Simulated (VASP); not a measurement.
InGa2P3:

```
In Ga P
1.0
     3.86741    0.00000    0.00000
    -1.93370    3.34927    0.00000
     0.00000    0.00000    9.47317
In Ga P
1 2 3
Direct
  0.33333 0.66667 0.66667
  0.00000 0.00000 0.00000
  0.66667 0.33333 0.33333
  0.00000 0.00000 0.75000
  0.33333 0.66667 0.41667
  0.66667 0.33333 0.08333
```

| Item | Value |
| --- | --- |
| Program | VASP 6.6.1 |
| Task | relaxation of cell and atoms |
| Functional | PBE |
| Potentials or basis | VASP PAW PBE potentials, release 64 (In_d, Ga_d, P) |
| Cutoff | 600 eV |
| k mesh | 6 × 6 × 2 |
| Occupations | gaussian, width 0.1 eV |
| Spin | no spin polarisation |

At the start: pressure 10.2 GPa; volume 20.45 Å³/atom.

Question: Where does the relaxation end?

Answer: Over 9 steps the energy falls by 102.7 meV/atom and the volume is 22.69 Å³/atom (+11.0 %); space group P3m1 (No. 156, to 0.1 Å) before and after.

The path:
| step | energy change (eV) | largest force (eV/Å) | pressure (GPa) | volume (Å³) |
| --- | --- | --- | --- | --- |
| 1 | 0.0000 | 1.8473 | 10.16 | 122.71 |
| 2 | -0.4164 | 0.4467 | -4.37 | 147.20 |
| 3 | -0.5431 | 0.6646 | -0.76 | 138.25 |
| 4 | -0.5430 | 0.6837 | -0.53 | 137.93 |
| 5 | -0.5818 | 0.3694 | -0.19 | 136.91 |
| 6 | -0.6050 | 0.4139 | 0.53 | 135.20 |
| 7 | -0.6143 | 0.1441 | -0.13 | 136.30 |
| 8 | -0.6151 | 0.1144 | 0.03 | 136.06 |
| 9 | -0.6161 | 0.0204 | -0.03 | 136.15 |

Final structure:
```
In Ga P
1.0
     4.00174    0.00000    0.00000
    -2.00087    3.46561    0.00000
     0.00000    0.00000    9.81711
In Ga P
1 2 3
Cartesian
  0.0000 2.3104 6.5313
  0.0000 0.0000 0.0658
  2.0009 1.1552 3.2013
  0.0000 0.0000 7.5118
  0.0000 2.3104 3.9601
  2.0009 1.1552 0.8182
```
